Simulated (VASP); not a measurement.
A run of VASP 6.6.1 is set up as follows.

INCAR

```
SYSTEM = Sn4SeS3
PREC = Accurate
ENCUT = 520
EDIFF = 1E-6
ISMEAR = 0
SIGMA = 0.02
LREAL = .False.
LASPH = .True.
NELM = 80
ALGO = Normal
ISIF = 2
LWAVE = .False.
LCHARG = .True.
GGA = PE
LELF = .True.
LVHAR = .True.
NBANDS = 50
```

Contents of KPOINTS:

```
regular mesh
0
Gamma
  6 6 8
  0 0 0
```

Contents of POSCAR:

```
Sn4SeS3
1.0
    4.1732779205     -5.9036927863      0.0000000000
    4.1732779205      5.9036927863      0.0000000000
    0.0000000000      0.0000000000      4.1755662257
Sn Se S
4 1 3
Direct
    0.2532237527      0.7467762473      0.0000000000
    0.7467762473      0.2532237527      0.0000000000
    0.2566861000      0.2566861000      0.5000000000
    0.7433139000      0.7433139000      0.5000000000
    0.0000000000      0.0000000000      0.0000000000
    0.5000000000      0.5000000000      0.0000000000
    0.0000000000      0.5000000000      0.5000000000
    0.5000000000      0.0000000000      0.5000000000
```

Potentials or basis: VASP PAW PBE potentials, release 64 (Sn_d, Se, S).

The run is started by

```bash
$ cat potpaw_PBE.64/Sn_d/POTCAR potpaw_PBE.64/Se/POTCAR potpaw_PBE.64/S/POTCAR > POTCAR
$ mpirun -np 1 vasp_std > vasp.out
```

(1) What does it give for the pressure?

(2) Predict the largest force.

(3) Predict the band gap on the k mesh.

## Answers

(1) 0.0 GPa.

(2) 0.008 eV/Å.

(3) 0.31 eV (least direct gap 0.38 eV).

Caveat: semilocal functionals underestimate gaps, and a narrow one can read as zero; spin-orbit coupling is left out, which moves the levels of the heavy elements.
